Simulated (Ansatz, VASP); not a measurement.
Sb: VASP beside Ansatz

```
Sb
1.0
     2.15060    1.24165    3.63168
    -2.15060    1.24165    3.63168
     0.00000   -2.48330    3.63168
Sb
2
Direct
  0.23364 0.23364 0.23364
  0.76636 0.76636 0.76636
```

Change from the starting cell: zz strain of -3 %, crystal datasets.

Alike in both runs: task electric field gradients; functional PBE; k mesh 9 × 9 × 9; occupations fermi-dirac, width 0.05 eV; no spin polarisation.

```csv
,VASP,Ansatz
version,VASP 6.6.1,Ansatz 0.2.0
potentials or method,"VASP PAW PBE potentials, release 64 (Sb), cutoff 520 eV","all-electron PAW with datasets made for the crystal, scalar-relativistic"
```

```tsv
	VASP	Ansatz	Ansatz less VASP
pressure (GPa)	5.0	5.0	-0.10
traceless stress, the component that is largest in VASP (GPa)	0.19	0.24	+0.050
rms of the force components (eV/Å)	0.252	0.224	-0.0277
size of Vzz on the site where it differs most (V/Å²)	55.0	59.3	+4.28
```

Atom by atom the forces differ by 0.028 eV/Å (rms over components). Ansatz ran all-electron here, and VASP with PAW potentials.

Neither program's run includes spin-orbit coupling.
